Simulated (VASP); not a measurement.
# GaAs (F-43m) in VASP: single point with PBEsol

Aim: the single point of GaAs with PBEsol.

Program: VASP 6.6.1. These are calculated values, not measurements. Logs are shortened: lines on timing, memory, paths and dates and some standing lists are left out, and cuts for length are marked.

## (1) The cell of the first run

The structure is cubic, space group F-43m (No. 216). Conventional cell: a = 5.658 Å, b = 5.658 Å, c = 5.658 Å, α = 90.00°, β = 90.00°, γ = 90.00°. Ga (site symmetry -43m) has 4 As at 2.45 Å within 3.2 Å. Within 3.2 Å of As (site symmetry -43m) lie 4 Ga at 2.45 Å.

## (2) Single point, PBEsol

The input, INCAR:

```
PREC = Accurate
ENCUT = 520
EDIFF = 1E-6
ISMEAR = 0
SIGMA = 0.02
LREAL = Auto
LASPH = True
NELM = 60
ALGO = Normal
ISIF = 2
LWAVE = False
LCHARG = False
GGA = PS
NBANDS = 166
```

The input, KPOINTS:

```
Automatic mesh
0
Gamma
  2 2 2
  0.5 0.5 0.5
```

The input, POSCAR:

```
GaAs
1.0
    5.6578590329      5.6578590329     -5.6578590329
   -5.6578590329     -5.6578590329     -5.6578590329
   -5.6578590329      5.6578590329      5.6578590329
Ga As
16 16
Direct
    0.2500000000      0.5000000000      0.2500000000
    0.5000000000      0.2500000000      0.2500000000
    0.7500000000      0.0000000000      0.2500000000
    0.7500000000      0.5000000000      0.7500000000
    0.0000000000      0.5000000000      0.5000000000
    0.2500000000      0.2500000000      0.5000000000
    0.5000000000      0.0000000000      0.5000000000
    0.7500000000      0.7500000000      0.5000000000
    1.0000000000      0.7500000000      0.2500000000
    0.5000000000      0.5000000000      0.0000000000
    0.7500000000      0.2500000000      0.0000000000
    0.0000000000      0.2500000000      0.7500000000
    0.2500000000      1.0000000000      0.7500000000
    0.5000000000      0.7500000000      0.7500000000
    0.0000000000      0.0000000000      0.0000000000
    0.2500000000      0.7500000000      0.0000000000
    0.2500000000      0.5000000000      0.0000000000
    0.5000000000      0.2500000000      0.0000000000
    0.7500000000      0.0000000000      0.0000000000
    0.7500000000      0.5000000000      0.5000000000
    0.0000000000      0.5000000000      0.2500000000
    0.2500000000      0.2500000000      0.2500000000
    0.5000000000      0.0000000000      0.2500000000
    0.7500000000      0.7500000000      0.2500000000
    0.0000000000      0.7500000000      0.0000000000
    0.5000000000      0.5000000000      0.7500000000
    0.7500000000      0.2500000000      0.7500000000
    0.0000000000      0.2500000000      0.5000000000
    0.2500000000      0.0000000000      0.5000000000
    0.5000000000      0.7500000000      0.5000000000
    0.0000000000      0.0000000000      0.7500000000
    0.2500000000      0.7500000000      0.7500000000
```

Potentials or basis: VASP PAW PBE potentials, release 64 (Ga_d, As).

Command:

```console
cat potpaw_PBE.64/Ga_d/POTCAR potpaw_PBE.64/As/POTCAR > POTCAR
mpirun -np 1 vasp_std > vasp.out
```

OUTCAR:

```text
PREC = Accurate
   ENCUT = 520
   EDIFF = 1E-6
   ISMEAR = 0
   LREAL = Auto
   LASPH = True
   NELM = 60
   ISIF = 2
   GGA = PS

 ion  position               nearest neighbor table
   1  0.250  0.500  0.250-  17 2.45  21 2.45  22 2.45  30 2.45
   2  0.500  0.250  0.250-  18 2.45  20 2.45  22 2.45  23 2.45
   3  0.750  0.000  0.250-  19 2.45  23 2.45  24 2.45  28 2.45
   4  0.750  0.500  0.750-  20 2.45  25 2.45  26 2.45  27 2.45
   5  0.000  0.500  0.500-  20 2.45  21 2.45  28 2.45  32 2.45
   6  0.250  0.250  0.500-  22 2.45  26 2.45  28 2.45  29 2.45
[... 24 lines left out ...]
  31  0.000  0.000  0.750-   8 2.45  12 2.45  13 2.45  15 2.45
  32  0.250  0.750  0.750-   5 2.45  13 2.45  14 2.45  16 2.45

  LATTYP: Found a body centered cubic cell.
 ALAT       =    11.3157180658

  Lattice vectors:

 A1 = (   5.6578590329,   5.6578590329,  -5.6578590329)
 A2 = (  -5.6578590329,  -5.6578590329,  -5.6578590329)
 A3 = (  -5.6578590329,   5.6578590329,   5.6578590329)

Analysis of symmetry for initial positions (statically):
=====================================================================
 Subroutine PRICEL returns following result:

  LATTYP: Found a face centered cubic cell.
 ALAT       =     5.6578590329

  Lattice vectors:

 A1 = (  -2.8289295164,  -2.8289295164,   0.0000000000)
 A2 = (   0.0000000000,  -2.8289295164,   2.8289295164)
 A3 = (  -2.8289295164,   0.0000000000,   2.8289295164)

  16 primitive cells build up your supercell.

 Routine SETGRP: Setting up the symmetry group for a
 body centered cubic supercell.

 Subroutine GETGRP returns: Found 24 space group operations
 (whereof 24 operations were pure point group operations)
 out of a pool of 48 trial point group operations.

The static configuration has the point symmetry T_d .

Analysis of symmetry for dynamics (positions and initial velocities):
=====================================================================
 Subroutine PRICEL returns following result:

  LATTYP: Found a face centered cubic cell.
 ALAT       =     5.6578590329

  Lattice vectors:

 A1 = (  -2.8289295164,  -2.8289295164,   0.0000000000)
 A2 = (   0.0000000000,  -2.8289295164,   2.8289295164)
 A3 = (  -2.8289295164,   0.0000000000,   2.8289295164)

  16 primitive cells build up your supercell.

[... 93 lines left out ...]
   TEBEG  =    0.0;   TEEND  =   0.0 temperature during run
   PSTRESS=    0.0 pullay stress
   NELECT =     288.0000    total number of electrons
   NUPDOWN=      -1.0000    fix difference up-down
   EMIN   =  10.00;   EMAX   =-10.00  energy-range for DOS
   EFERMI =   0.00;   METHOD = LEGACY
   ISMEAR =     0;   SIGMA  =   0.02  broadening in eV -4-tet -1-fermi 0-gaus
   EFERMI_NEDOS =   21; number of points for ismear=-14 and -15
   IALGO  =     38    algorithm
   IMIX   =      4    mixing-type and parameters
     AMIX     =   0.40;   BMIX     =  1.00
     AMIX_MAG =   1.60;   BMIX_MAG =  1.00
  volume/ion in A,a.u.               =      22.64       152.78
  Fermi-wavevector in a.u.,A,eV,Ry     =   1.203742  2.274743 19.714783  1.448996
  Thomas-Fermi vector in A             =   2.339487
   LORBIT       =      0    0 simple, 1 ext, 2 COOP (PROOUT), +10 PAW based schemes
   GGA     = PS    functional components
   LHFCALC =     F    Hartree Fock is set to
   AEXX    =    0.0000 exact exchange contribution
   IVDW    =     0    specifies the selected vdW correction
   LEPSILON=     F    determine dielectric tensor
   LRPA    =     F    only Hartree local field effects (RPA)
 non-spin polarized calculation
 Gauss-broadening in eV      SIGMA  =   0.02
  energy-cutoff  :      520.00
  volume of cell :      724.46
 maximum number of plane-waves:     19512
 NGX is ok and might be reduce to    80
   NGX = 37   NGY = 37   NGZ = 37

 number of electron     287.9999873 magnetization

 Free energy of the ion-electron system (eV)
  ---------------------------------------------------
  ext. energy  EPLUGINS =         0.00000000
  ---------------------------------------------------
  free energy    TOTEN  =      -145.45007996 eV

  energy without entropy =     -145.45007996  energy(sigma->0) =     -145.45007996

 E-fermi :   3.2428     XC(G=0):  -9.7617

 val. band max:        3.1224980281   @ k =  -0.2500   0.2500   0.2500
 cond. band min:       5.1516697075   @ k =  -0.2500   0.2500   0.2500
 fundamental gap:      2.0291716795
 Fermi energy:         3.2428136167

 k-point     1 :       0.2500    0.2500    0.2500
  band No.  band energies     occupation
      1     -11.0778      2.00000
      2     -11.0778      2.00000
      3     -11.0778      2.00000
      4     -11.0778      2.00000
      5     -11.0778      2.00000
      6     -11.0778      2.00000
[... 148 lines left out ...]
    155       5.9028      0.00000
    156       5.9028      0.00000

 k-point     2 :      -0.2500    0.2500    0.2500
  band No.  band energies     occupation
      1     -11.0918      2.00000
      2     -11.0918      2.00000
      3     -11.0848      2.00000
      4     -11.0784      2.00000
      5     -11.0784      2.00000
      6     -11.0784      2.00000
[... 148 lines left out ...]
    155       6.4735      0.00000
    156       6.7802      0.00000
 [bands above 156 left out]

------------------------ aborting loop because EDIFF is reached ----------------------------------------

  FORCE on cell =-STRESS in cart. coord.  units (eV):
  Direction    XX          YY          ZZ          XY          YZ          ZX
  --------------------------------------------------------------------------------------
  -------------------------------------------------------------------------------------
  Total        0.9898418      0.9898418      0.9898418      0.0000000      0.0000000      0.0000000
  in kB        2.1890719      2.1890719      2.1890719      0.0000000      0.0000000      0.0000000
  external PRESSURE =       2.1890719 kB  Pullay stress =       0.0000000 kB

 VOLUME and BASIS-vectors are now :
 -----------------------------------------------------------------------------
  energy-cutoff  :      520.00
  volume of cell :      724.46
      direct lattice vectors                 reciprocal lattice vectors
     5.657859033  5.657859033 -5.657859033     0.000000000  0.088372651 -0.088372651
    -5.657859033 -5.657859033 -5.657859033    -0.088372651  0.000000000 -0.088372651
    -5.657859033  5.657859033  5.657859033    -0.088372651  0.088372651  0.000000000

 POSITION                                       TOTAL-FORCE (eV/Angst)
 -----------------------------------------------------------------------------------
     -2.82893      0.00000     -2.82893         0.000000     -0.000000      0.000000
      0.00000      2.82893     -2.82893         0.000000     -0.000000      0.000000
      2.82893      5.65786     -2.82893         0.000000     -0.000000      0.000000
     -2.82893      5.65786     -2.82893         0.000000     -0.000000      0.000000
     -5.65786      0.00000      0.00000         0.000000     -0.000000      0.000000
     -2.82893      2.82893      0.00000         0.000000     -0.000000      0.000000
[... 24 lines left out ...]
     -4.24339      4.24339      4.24339         0.000000      0.000000     -0.000000
     -7.07232      1.41446     -1.41446        -0.000000      0.000000      0.000000
 -----------------------------------------------------------------------------------
    total drift:                                0.000005     -0.000005      0.000008

  FREE ENERGIE OF THE ION-ELECTRON SYSTEM (eV)
  ---------------------------------------------------
  free  energy   TOTEN  =      -145.4500799638 eV

  energy  without entropy=     -145.4500799638  energy(sigma->0) =     -145.45007996
```

stdout:

```text
POSCAR found type information on POSCAR GaAs
 POSCAR found :  2 types and      32 ions
 scaLAPACK will be used
 -----------------------------------------------------------------------------
|                                                                             |
|                                                                             |
|     You enforced a specific xc type in the INCAR file but a different       |
|     I HOPE YOU KNOW WHAT YOU ARE DOING!                                     |
|                                                                             |
 -----------------------------------------------------------------------------

 LDA part: xc-table for (Slater+PW92), standard interpolation
 POSCAR, INCAR and KPOINTS ok, starting setup
 FFT: planning ... GRIDC
 FFT: planning ... GRID_SOFT
 FFT: planning ... GRID
 WAVECAR not read
 entering main loop
```

Run time: 23 min. Hardware: 1 thread of Intel Xeon 8259CL, shared host; peak memory 1 GiB.

Results:

| Item | Value |
| --- | --- |
| Free energy | -145.4501 eV |
| Pressure | 0.2 GPa |
| Band gap on the k mesh | 2.03 eV |

Levels at points of the mesh, in eV from the valence-band top:
| k point | band 141 | band 142 | band 143 | band 144 | band 145 | band 146 | band 147 | band 148 |
| --- | --- | --- | --- | --- | --- | --- | --- | --- |
| (0.25, 0.25, 0.25) | -0.02 | -0.02 | -0.02 | -0.02 | 2.04 | 2.04 | 2.04 | 2.04 |

Caveat: the PAW data sets were made with another functional, which shifts forces and pressure a little; a shifted mesh leaves out Γ, where band edges can lie.
